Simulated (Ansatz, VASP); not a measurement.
One calculation of Pt, two programs

Contents of INCAR:

```
SYSTEM = Pt
  ALGO = Normal
  EDIFF = 1E-6
  ENCUT = 520
  GGA = RP
  ISIF = 2
  ISMEAR = -1
  LASPH = .TRUE.
  LCHARG = .FALSE.
  LREAL = .FALSE.
  LWAVE = .FALSE.
  NBANDS = 11
  NELM = 60
  PREC = Accurate
  SIGMA = 0.1
```

File KPOINTS:

```
k-points
0
G
  13 13 13
  0 0 0
```

File POSCAR:

```
Pt
1.0
    2.7116128551      0.0000000000      0.0000000000
    0.0000000000      2.7116128551      0.0000000000
    0.0000000000      0.0000000000      2.7116128551
Pt
1
Direct
    0.0000000000      0.0000000000      0.0000000000
```

Input for Ansatz:

```yaml
crystal:
  lattice:
    - [2.7116128551, 0.0, 0.0]
    - [0.0, 2.7116128551, 0.0]
    - [0.0, 0.0, 2.7116128551]
  atoms:
    - { symbol: Pt, position: [0.0, 0.0, 0.0] }
hamiltonian:
  xc: rpbe
  pseudopotentials:
    kind: paw
    azcp:
      Pt: "pseudopotentials/Pt.paw.azcp"
basis:
  ecutwfc: 420
  fft_grid_basis: typed
kpoints:
  mp_grid: { grid: [13, 13, 13], shift: [0, 0, 0] }
magnetization:
  spin_polarized: false
scf:
  occupations: { method: fermi_dirac, width: 0.1 }
  lower_state_search: "off"
output:
  stress: true
```

Alike in both runs: task single point; functional RPBE; k mesh 13 × 13 × 13; occupations fermi-dirac, width 0.1 eV; no spin polarisation.

```csv
,VASP,Ansatz
version,VASP 6.6.1,Ansatz 0.2.0
potentials or method,"VASP PAW PBE potentials, release 64 (Pt), cutoff 520 eV","plane waves (420 eV) with PAW, scalar-relativistic"
valence electrons in the cell,10,18
```

```csv
,VASP,Ansatz,Ansatz less VASP
pressure (GPa),-10.7,-10.5,+0.28
```

VASP's potentials were made for PBE, not for RPBE. VASP's potentials hold 10 valence electrons a cell and Ansatz's 18, so a difference there can come from the potentials and not from the codes.

Neither program's run includes spin-orbit coupling.
